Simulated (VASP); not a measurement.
A run of VASP 6.6.1:

INCAR

```
SYSTEM = Os
PREC = Accurate
ENCUT = 600
EDIFF = 1E-6
ISMEAR = -1
SIGMA = 0.1
LREAL = .FALSE.
LASPH = .TRUE.
NELM = 120
ALGO = Normal
ISIF = 2
LWAVE = .FALSE.
LCHARG = .FALSE.
GGA = PE
NBANDS = 10
GGA_COMPAT = .FALSE.
```

File KPOINTS:

```
regular mesh
0
G
  10 10 10
  0 0 0
```

The input POSCAR:

```
Os
1.0
    0.0000000000      1.9450000000      1.9450000000
    1.9450000000      0.0000000000      1.9450000000
    1.9450000000      1.9450000000      0.0000000000
Os
1
Direct
    0.0000000000      0.0000000000      0.0000000000
```

Potentials or basis: VASP PAW PBE potentials, release 64 (Os).

The run is started by

```bash
$ cat potpaw_PBE.64/Os/POTCAR > POTCAR
$ mpirun -np 1 vasp_std > vasp.out
```

Hardware: 1 thread of AMD EPYC 9R45 96-Core Processor (Zen 5), on a shared host.

Q: How long does it take, and how much memory?

A: It took 7 s on 1 thread of AMD EPYC 9R45 96-Core Processor (Zen 5) (shared host), peak memory 0.11 GiB. Counts: scf iterations 12, k points 47.
